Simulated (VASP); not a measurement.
# Os (P6_3/mmc) in VASP: relaxation of cell and atoms with LDA

Aim: the relaxation of cell and atoms of Os with LDA.

Everything below comes from runs of VASP 6.6.1. Logs are shortened: lines on timing, memory, paths and dates and some standing lists are left out, and cuts for length are marked.

**1. The cell of the first run**

It takes space group P6_3/mmc (No. 194, hexagonal). Conventional cell: a = 2.753 Å, b = 2.753 Å, c = 4.351 Å, α = 90.00°, β = 90.00°, γ = 120.00°. Within 3.6 Å of Os (site symmetry -6m2) lie 12 Os at 2.69 to 2.75 Å.

**2. Relaxation of cell and atoms, LDA**

INCAR reads:

```
SYSTEM = Os
PREC = Accurate
ENCUT = 600
EDIFF = 1E-6
ISMEAR = 0
SIGMA = 0.1
LREAL = .False.
LASPH = .True.
NELM = 80
ALGO = Normal
ISIF = 3
LWAVE = .False.
LCHARG = .False.
IBRION = 2
NSW = 70
EDIFFG = -0.005
```

KPOINTS reads:

```
regular mesh
0
Gamma
  18 18 10
  0 0 0
```

POSCAR reads:

```
Os
1.0
    2.7527908586      0.0000000000      0.0000000000
   -1.3763954293      2.3839868148      0.0000000000
    0.0000000000      0.0000000000      4.3508626228
Os
2
Direct
    0.3333333333      0.6666666667      0.2500000000
    0.6666666667      0.3333333333      0.7500000000
```

Potentials or basis: VASP PAW LDA potentials, release 64 (Os).

Launch:

```console
$ cat potpaw_LDA.64/Os/POTCAR > POTCAR
$ mpirun -np 1 vasp_std > vasp.out
```

OUTCAR:

```text
SYSTEM = Os
   PREC = Accurate
   ENCUT = 600
   EDIFF = 1E-6
   ISMEAR = 0
   LREAL = .False.
   LASPH = .True.
   NELM = 80
   ISIF = 3
   IBRION = 2
   NSW = 70
   EDIFFG = -0.005

 ion  position               nearest neighbor table
   1  0.333  0.667  0.250-   2 2.69   2 2.69   2 2.69   2 2.69   2 2.69   2 2.69
   2  0.667  0.333  0.750-   1 2.69   1 2.69   1 2.69   1 2.69   1 2.69   1 2.69

  LATTYP: Found a hexagonal cell.
 ALAT       =     2.7527908586
 C/A-ratio  =     1.5805278520

  Lattice vectors:

 A1 = (   2.7527908586,   0.0000000000,   0.0000000000)
 A2 = (  -1.3763954293,   2.3839868148,   0.0000000000)
 A3 = (   0.0000000000,   0.0000000000,   4.3508626228)

Analysis of symmetry for initial positions (statically):
=====================================================================
 Subroutine PRICEL returns:
 Original cell was already a primitive cell.

 Routine SETGRP: Setting up the symmetry group for a
 hexagonal supercell.

 Subroutine GETGRP returns: Found 24 space group operations
 (whereof 12 operations were pure point group operations)
 out of a pool of 24 trial point group operations.

The static configuration has the point symmetry D_3d.
 The point group associated with its full space group is D_6h.

Analysis of symmetry for dynamics (positions and initial velocities):
=====================================================================
 Subroutine PRICEL returns:
 Original cell was already a primitive cell.

 Routine SETGRP: Setting up the symmetry group for a
 hexagonal supercell.

 Subroutine GETGRP returns: Found 24 space group operations
 (whereof 12 operations were pure point group operations)
 out of a pool of 24 trial point group operations.

The dynamic configuration has the point symmetry D_3d.
 The point group associated with its full space group is D_6h.

 Subroutine INISYM returns: Found 24 space group operations
 (whereof 12 operations are pure point group operations),
 and found     1 'primitive' translations

----------------------------------------------------------------------------------------

                                     Primitive cell

  volume of cell :      28.5530

  direct lattice vectors                    reciprocal lattice vectors
     2.752790859  0.000000000  0.000000000     0.363267699  0.209732704  0.000000000
    -1.376395429  2.383986815  0.000000000     0.000000000  0.419465407  0.000000000
     0.000000000  0.000000000  4.350862623     0.000000000  0.000000000  0.229839479

  length of vectors
     2.752790859  2.752790859  4.350862623     0.419465407  0.419465407  0.229839479

  position of ions in fractional coordinates (direct lattice)
     0.333333333  0.666666667  0.250000000
     0.666666667  0.333333333  0.750000000

  ion indices of the primitive-cell ions
   primitive index   ion index
                 1           1
                 2           2

----------------------------------------------------------------------------------------

 KPOINTS: regular mesh

Automatic generation of k-mesh.
 Grid dimensions read from file:
 generate k-points for:   18   18   10

 Generating k-lattice:

  Cartesian coordinates                     Fractional coordinates (reciprocal lattice)
     0.020181539  0.011651817  0.000000000     0.055555556  0.000000000  0.000000000
     0.000000000  0.023303634  0.000000000     0.000000000  0.055555556  0.000000000
     0.000000000  0.000000000  0.022983948     0.000000000  0.000000000  0.100000000

  Length of vectors
     0.023303634  0.023303634  0.022983948

  Shift w.r.t. Gamma in fractional coordinates (k-lattice)
     0.000000000  0.000000000  0.000000000

 Subroutine IBZKPT returns following result:
 ===========================================

 Found    222 irreducible k-points:

 Following reciprocal coordinates:
            Coordinates               Weight
  0.000000  0.000000  0.000000      1.000000
  0.055556 -0.000000  0.000000      6.000000
  0.111111 -0.000000  0.000000      6.000000
  0.166667  0.000000  0.000000      6.000000
  0.222222 -0.000000  0.000000      6.000000
  0.277778  0.000000  0.000000      6.000000
[... 16 lines left out ...]
  0.333333  0.111111  0.000000     12.000000
  0.388889  0.111111  0.000000     12.000000
 [... further k-points ...]
   k-points           NKPTS =    222   k-points in BZ     NKDIM =    222   number of bands    NBANDS=     12
   number of dos      NEDOS =    301   number of ions     NIONS =      2
   total plane-waves  NPLWV =  20736
   dimension x,y,z NGX =    24 NGY =   24 NGZ =   36
   dimension x,y,z NGXF=    48 NGYF=   48 NGZF=   72
   ions per type =               2
   NGX,Y,Z   is equivalent  to a cutoff of  14.49, 14.49, 13.76 a.u.
   NGXF,Y,Z  is equivalent  to a cutoff of  28.99, 28.99, 27.51 a.u.
 SYSTEM =  Os
   PREC   = accura    normal or accurate (medium, high low for compatibility)
   ISTART =      0    job   : 0-new  1-cont  2-samecut
   ICHARG =      2    charge: 1-file 2-atom 10-const
   ISPIN  =      1    spin polarized calculation?
   LNONCOLLINEAR =      F non collinear calculations
   LSORBIT =      F    spin-orbit coupling
   LASPH  =      T    aspherical Exc in radial PAW
   ENCUT  =  600.0 eV  44.10 Ry    6.64 a.u.   5.50  5.50  8.69*2*pi/ulx,y,z
   NELM   =     80;   NELMIN=  2; NELMDL= -5     # of ELM steps
   EDIFF  = 0.1E-05   stopping-criterion for ELM
   LREAL  =      F    real-space projection
   EDIFFG = -.5E-02   stopping-criterion for IOM
   NSW    =     70    number of steps for IOM
   IBRION =      2    ionic relax: 0-MD 1-quasi-New 2-CG
   NFREE  =      1    steps in history (QN), initial steepest desc. (CG)
   ISIF   =      3    stress and relaxation
   ISYM   =      2    0-nonsym 1-usesym 2-fastsym
   POTIM  = 0.5000    time-step for ionic-motion
   TEBEG  =    0.0;   TEEND  =   0.0 temperature during run
   PSTRESS=    0.0 pullay stress
   NELECT =      16.0000    total number of electrons
   NUPDOWN=      -1.0000    fix difference up-down
   EMIN   =  10.00;   EMAX   =-10.00  energy-range for DOS
   EFERMI =   0.00;   METHOD = LEGACY
   ISMEAR =     0;   SIGMA  =   0.10  broadening in eV -4-tet -1-fermi 0-gaus
   EFERMI_NEDOS =   21; number of points for ismear=-14 and -15
   IALGO  =     38    algorithm
   IMIX   =      4    mixing-type and parameters
     AMIX     =   0.40;   BMIX     =  1.00
     AMIX_MAG =   1.60;   BMIX_MAG =  1.00
  volume/ion in A,a.u.               =      14.28        96.34
  Fermi-wavevector in a.u.,A,eV,Ry     =   1.349680  2.550525 24.784849  1.821635
  Thomas-Fermi vector in A             =   2.477247
   LORBIT       =      0    0 simple, 1 ext, 2 COOP (PROOUT), +10 PAW based schemes
   GGA     = CA    functional components
   LHFCALC =     F    Hartree Fock is set to
   AEXX    =    0.0000 exact exchange contribution
   IVDW    =     0    specifies the selected vdW correction
   LEPSILON=     F    determine dielectric tensor
   LRPA    =     F    only Hartree local field effects (RPA)
 conjugate gradient relaxation of ions
 non-spin polarized calculation
 Gauss-broadening in eV      SIGMA  =   0.10
  energy-cutoff  :      600.00
  volume of cell :       28.55
 maximum number of plane-waves:       980
 NGX is ok and might be reduce to    24
   NGX = 11   NGY = 11   NGZ = 17

--------------------------------------- Ionic step        1  -------------------------------------------

 number of electron      16.0000000 magnetization

 Free energy of the ion-electron system (eV)
  ---------------------------------------------------
  ext. energy  EPLUGINS =         0.00000000
  ---------------------------------------------------
  free energy    TOTEN  =       -25.25561888 eV

  energy without entropy =      -25.24782311  energy(sigma->0) =      -25.25172100

------------------------ aborting loop because EDIFF is reached ----------------------------------------

  FORCE on cell =-STRESS in cart. coord.  units (eV):
  Direction    XX          YY          ZZ          XY          YZ          ZX
  --------------------------------------------------------------------------------------
  -------------------------------------------------------------------------------------
  Total       -2.7927575     -2.7927575     -2.9587447      0.0000000      0.0000000      0.0000000
  in kB     -156.7080753   -156.7080753   -166.0219986      0.0000000      0.0000000      0.0000000
  external PRESSURE =    -159.8127164 kB  Pullay stress =       0.0000000 kB
[... 21 lines left out ...]
  energy  without entropy=      -25.2478231079  energy(sigma->0) =      -25.25172100

--------------------------------------- Ionic step        2  -------------------------------------------

 number of electron      16.0000000 magnetization

 E-fermi :  12.6537     XC(G=0): -15.2882

 val. band max:       12.6380108978   @ k =   0.3333   0.1667   0.3000
 cond. band min:      12.6546692037   @ k =   0.1667   0.0556   0.3000
 fundamental gap:      0.0166583059
 Fermi energy:        12.6536950515

 k-point     1 :       0.0000    0.0000    0.0000
  band No.  band energies     occupation
      1       0.0106      2.00000
      2       2.8458      2.00000
      3       8.5331      2.00000
      4       8.5331      2.00000
      5       8.9660      2.00000
      6       9.7033      2.00000
      7       9.7033      2.00000
      8      10.5246      2.00000
      9      10.5246      2.00000
     10      13.0841      0.00000
     11      14.8586      0.00000
     12      14.8586      0.00000
[... 331 lines left out ...]
 k-point    24 :       0.3889    0.1111    0.0000
  band No.  band energies     occupation
      1       3.7976      2.00000
      2       4.3351      2.00000
      3       4.4615      2.00000
      4       7.8394      2.00000
      5       8.5505      2.00000
      6       9.4061      2.00000
      7      10.2373      2.00000
      8      14.8168      0.00000
      9      15.3758      0.00000
     10      16.1424      0.00000
     11      17.9509      0.00000
     12      21.6155      0.00000

 [... further k-points ...]
[... 5 lines left out ...]
  --------------------------------------------------------------------------------------
  -------------------------------------------------------------------------------------
  Total       16.7943910     16.7943910     18.6849024      0.0000000      0.0000000      0.0000000
  in kB     1166.6907479   1166.6907479   1298.0228188      0.0000000      0.0000000      0.0000000
  external PRESSURE =    1210.4681049 kB  Pullay stress =       0.0000000 kB
[... 165 lines left out ...]
  energy  without entropy=      -25.3040682051  energy(sigma->0) =      -25.30776692

--------------------------------------- Ionic step        7  -------------------------------------------

 number of electron      16.0000001 magnetization

 Free energy of the ion-electron system (eV)
  ---------------------------------------------------
  ext. energy  EPLUGINS =         0.00000000
  ---------------------------------------------------
  free energy    TOTEN  =       -25.31150714 eV

  energy without entropy =      -25.30404482  energy(sigma->0) =      -25.30777598

 E-fermi :   9.6667     XC(G=0): -14.2829

 val. band max:        9.6508724290   @ k =   0.2222   0.0556   0.3000
 cond. band min:       9.6743745092   @ k =   0.2778   0.0000   0.1000
 fundamental gap:      0.0235020802
 Fermi energy:         9.6666903284

 k-point     1 :       0.0000    0.0000    0.0000
  band No.  band energies     occupation
      1      -1.3579      2.00000
      2       1.7358      2.00000
      3       6.5204      2.00000
      4       6.5204      2.00000
      5       6.7714      2.00000
      6       7.3830      2.00000
      7       7.3830      2.00000
      8       8.0644      2.00000
      9       8.0644      2.00000
     10       9.8129      0.03862
     11      11.3965      0.00000
     12      11.3965      0.00000
[... 331 lines left out ...]
 k-point    24 :       0.3889    0.1111    0.0000
  band No.  band energies     occupation
      1       2.7190      2.00000
      2       2.8700      2.00000
      3       3.1653      2.00000
      4       5.9636      2.00000
      5       6.1548      2.00000
      6       7.0010      2.00000
      7       7.6982      2.00000
      8      11.2937      0.00000
      9      11.7409      0.00000
     10      12.2388      0.00000
     11      13.7124      0.00000
     12      16.8165      0.00000

 [... further k-points ...]
[... 5 lines left out ...]
  --------------------------------------------------------------------------------------
  -------------------------------------------------------------------------------------
  Total        0.0016699      0.0016699      0.0000661      0.0000000     -0.0000000      0.0000000
  in kB        0.0973860      0.0973860      0.0038522      0.0000000     -0.0000000      0.0000000
  external PRESSURE =       0.0662080 kB  Pullay stress =       0.0000000 kB
[... 17 lines left out ...]
  FREE ENERGIE OF THE ION-ELECTRON SYSTEM (eV)
  ---------------------------------------------------
  free  energy   TOTEN  =       -25.3115071425 eV

  energy  without entropy=      -25.3040448178  energy(sigma->0) =      -25.30777598

 reached required accuracy - stopping structural energy minimisation
```

It took 2.9 min on 1 thread of Intel Xeon Platinum 8488C (Sapphire Rapids), shared host; peak memory 0.22 GiB.

What came out:

| Item | Value |
| --- | --- |
| Free energy | -25.3115 eV |
| Relaxed volume | 13.74 Å³/atom |
| Relaxed cell | a = 2.717 Å, b = 2.717 Å, c = 4.296 Å, α = 90.00°, β = 90.00°, γ = 120.00° |
| Space group after relaxing (to 0.1 Å) | P6_3/mmc (No. 194) |
| Pressure after relaxing | 0.0 GPa |
| Band gap on the k mesh | zero (bands 8 and 9 overlap by 4.05 eV) |

Final structure:
```yaml
crystal:
  lattice:
    - [2.71734, 0.00000, 0.00000]
    - [-1.35867, 2.35328, 0.00000]
    - [0.00000, 0.00000, 4.29621]
  atoms:
    - { symbol: Os, position: [0.33333, 0.66667, 0.25000] }
    - { symbol: Os, position: [0.66667, 0.33333, 0.75000] }
```

Levels at points of the mesh, in eV from the Fermi level:
```csv
k point,band 5,band 6,band 7,band 8,band 9,band 10,band 11,band 12
"(0.00, 0.00, 0.00)",-2.90,-2.28,-2.28,-1.60,-1.60,0.15,1.73,1.73
"(0.50, 0.00, 0.00)",-2.88,-2.61,-1.93,2.10,2.68,2.80,4.56,5.90
"(0.00, 0.00, 0.50)",-3.34,-3.34,-3.34,-3.34,0.92,0.92,0.92,0.92
"(0.50, 0.00, 0.50)",-1.24,-1.24,-0.08,-0.08,2.44,2.44,3.42,3.42
```

Caveat: spin-orbit coupling is left out, which moves the levels of the heavy elements.
